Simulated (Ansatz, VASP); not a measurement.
Re: VASP beside Ansatz

INCAR

```
AGGAC    = 1.0          
AGGAX    = 1.0          
ALDAC    = 0.0          
ALDAX    = 1.0          
ALGO     = Normal         # electronic algorithm
EDIFF    = 1E-7           # SCF threshold, eV
ENCUT    = 520            # plane-wave cutoff, eV
GGA      = B5             # functional
ISIF     = 2              # what is computed and relaxed
ISMEAR   = -1             # smearing method
LASPH    = True           # aspherical terms in the spheres
LCHARG   = False          # write CHGCAR
LREAL    = False          # projectors in reciprocal space
LWAVE    = False          # write WAVECAR
NBANDS   = 10             # bands
NELM     = 60             # most SCF steps
PREC     = Accurate       # precision mode
SIGMA    = 0.1            # smearing width, eV
```

Contents of KPOINTS:

```
k-points
0
Gamma
  15 15 15
```

POSCAR

```
Re
1.0
    0.0000000000      1.9826728723      1.9826728723
    1.9826728723      0.0000000000      1.9826728723
    1.9826728723      1.9826728723      0.0000000000
Re
1
Direct
    0.0000000000      0.0000000000      0.0000000000
```

Input for Ansatz:

```yaml
crystal:
  lattice:
    - [0.0, 1.9826728723, 1.9826728723]
    - [1.9826728723, 0.0, 1.9826728723]
    - [1.9826728723, 1.9826728723, 0.0]
  atoms:
    - { symbol: Re, position: [0.0, 0.0, 0.0] }
hamiltonian:
  xc: blyp
  pseudopotentials:
    kind: paw
    azcp:
      Re: "pseudopotentials/Re.paw.azcp"
basis:
  ecutwfc: 420
  fft_grid_basis: typed
kpoints:
  mp_grid: { grid: [15, 15, 15], shift: [0, 0, 0] }
magnetization:
  spin_polarized: false
scf:
  occupations: { method: fermi_dirac, width: 0.1 }
  lower_state_search: "off"
output:
  stress: true
```

Alike in both runs: task single point; functional BLYP; k mesh 15 × 15 × 15; occupations fermi-dirac, width 0.1 eV; no spin polarisation.

```csv
,VASP,Ansatz
version,VASP 6.6.1,Ansatz 0.2.0
potentials or method,"VASP PAW PBE potentials, release 64 (Re), cutoff 520 eV","plane waves (420 eV) with PAW, scalar-relativistic"
valence electrons in the cell,7,15
```

```csv
,VASP,Ansatz,Ansatz less VASP
pressure (GPa),1.8,0.1,-1.70
```

VASP's potentials were made for PBE, not for BLYP. The functional is the same, so the differences come from potentials, cutoffs and numerics. VASP's potentials hold 7 valence electrons a cell and Ansatz's 15, so a difference there can come from the potentials and not from the codes.

Neither program's run includes spin-orbit coupling.
